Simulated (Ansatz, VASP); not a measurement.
## Two plane-wave programs on Sb

```xyz
8
Lattice="12.7275 0.0000 0.0000 0.0000 4.3533 0.0000 0.0000 0.0000 4.5956" Properties=species:S:1:pos:R:3 pbc="T T T"
Sb    1.6292    1.0883    1.4832
Sb    4.7346    3.2650    3.7810
Sb    7.9929    1.0883    0.8146
Sb   11.0984    3.2650    3.1124
Sb    1.7642    3.2650    3.4619
Sb    4.5995    1.0883    1.1642
Sb    8.1280    3.2650    3.4314
Sb   10.9633    1.0883    1.1336
```

Alike in both runs: functional PBE; k mesh 4 × 10 × 8; occupations gaussian, width 0.1 eV; no spin polarisation.

Ansatz relaxed the structure, and its values are those at the end. VASP's run is a single point on that final structure, the one shown.

|  | VASP | Ansatz |
| --- | --- | --- |
| version | VASP 6.6.1 | Ansatz 0.2.0 |
| potentials or method | VASP PAW PBE potentials, release 64 (Sb), cutoff 520 eV | scalar-relativistic, plane waves, PAW |
| valence electrons in the cell | 40 | 120 |

```tsv
	VASP	Ansatz	Ansatz less VASP
gap on the k mesh at the Fermi level (eV)	none	none	-
pressure (GPa)	0.0	0.0	-0.03
rms of the force components (eV/Å)	0.020	0.003	-0.0174
```

A gap of «none» marks a metal or a gap that the smearing closes. VASP's potentials hold 40 valence electrons a cell and Ansatz's 120, so a difference there can come from the potentials and not from the codes.

Spin-orbit coupling is off throughout.
